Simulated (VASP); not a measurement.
# Al15CrN16 (a cell with a defect): single point with PBEsol+U

System: Al15CrN16 (a cell with a defect).

```
Cr Al N
1.0
     6.22000    0.00000    0.00000
    -3.11000    5.38668    0.00000
     0.00000    0.00000    9.96000
Cr Al N
1 15 16
Cartesian
  1.5571 0.8819 0.0452
  1.5574 0.8951 4.9380
  -0.0068 3.5767 9.9528
  0.0042 3.5946 4.9855
  4.6646 0.9230 9.9397
  4.6668 0.8970 4.9867
  3.1159 3.5698 9.9544
  3.1091 3.5940 4.9858
  0.0048 1.7963 2.5039
  0.0048 1.8011 7.4683
  -1.5523 4.4816 2.5025
  -1.5545 4.4849 7.4777
  3.1101 1.7979 2.5029
  3.1089 1.7992 7.4674
  1.5564 4.4927 2.4721
  1.5565 4.4948 7.4847
  1.5595 0.8903 2.1156
  1.5569 0.8951 6.8499
  0.0013 3.5879 1.9096
  0.0139 3.6026 6.8658
  4.6672 0.9057 1.9000
  4.6677 0.8919 6.8679
  3.1128 3.5898 1.9103
  3.0985 3.6010 6.8660
  -0.0150 1.8059 4.4114
  -0.0610 1.8404 9.3193
  -1.5534 4.4660 4.4100
  -1.5563 4.3827 9.3360
  3.1296 1.8062 4.4111
  3.1740 1.8403 9.3204
  1.5567 4.4919 4.3755
  1.5569 4.4945 9.3823
```

```
Program                : VASP 6.6.1
Task                   : single point
Functional             : PBEsol
Potentials or basis    : VASP PAW PBE potentials, release 64 (Cr_pv, Al, N)
Cutoff                 : 450 eV
k mesh                 : 4 × 4 × 2
Occupations            : gaussian, width 0.03 eV
Spin                   : collinear spin, zero start
Fixed moment           : 0 μB
Hubbard terms          : Cr d U = 3 eV
Dq                     : -1
Further INCAR settings : LREAL = Auto; ALGO = Normal; EDIFF = 1e-05; ISYM = 0; NELECT = 138.0
```

The largest force is 0.334 eV/Å. The net moment is 0.00 μB per cell and the site moments are Cr -0.04; Al +0.00, -0.00 (each value once); N +0.01, +0.00, -0.00, -0.02 (each value once) μB. The valence electrons inside the program's atomic spheres are Cr 10.93; Al 0.81, 0.83, 0.84, 0.82 (each value once); N 3.85, 3.83, 3.84 (each value once).

Forces on the atoms (eV/Å):
```
Cr   0.130 -0.078 -0.137
Al   0.000  0.005 -0.038
Al  -0.012 -0.098  0.037
Al   0.007 -0.015 -0.028
Al   0.218  0.072  0.099
Al   0.005  0.005 -0.029
Al   0.119  0.184  0.029
Al  -0.011 -0.008 -0.036
Al   0.071 -0.135 -0.259
Al  -0.056  0.001 -0.036
Al   0.006  0.105 -0.053
Al   0.008 -0.021 -0.030
Al   0.002 -0.119 -0.064
Al   0.048  0.005 -0.052
Al   0.001  0.048  0.015
Al  -0.004 -0.006  0.009
N    0.049  0.008 -0.103
N   -0.003 -0.008  0.158
N    0.017  0.004 -0.050
N   -0.025 -0.003  0.025
N   -0.026  0.009  0.013
N   -0.026 -0.008  0.021
N   -0.025 -0.045 -0.029
N    0.015 -0.010  0.034
N    0.010  0.013  0.054
N   -0.089 -0.103  0.050
N   -0.006  0.019  0.035
N   -0.205  0.248  0.088
N   -0.027  0.011  0.049
N   -0.151 -0.049  0.194
N    0.005 -0.004  0.044
N   -0.042 -0.025 -0.010
```

Eigenvalues of the final occupation matrices:
| site | spin | trace | eigenvalues |
| --- | --- | --- | --- |
| site 1 d | 1 | 2.15 | 0.12 0.14 0.17 0.86 0.86 |
| site 1 d | 2 | 2.19 | 0.13 0.14 0.17 0.86 0.89 |

Run time: 28 min on 4 MPI ranks on AMD EPYC 7R13 Processor (Zen 3), with other jobs on the host, peak memory 0.9 GiB a rank.

Caveat: the cell is charged against a uniform background, so pressure and absolute levels hang on convention; the PAW data sets were made with another functional, which shifts forces and pressure a little; the total moment is fixed, so each spin has its own Fermi level.
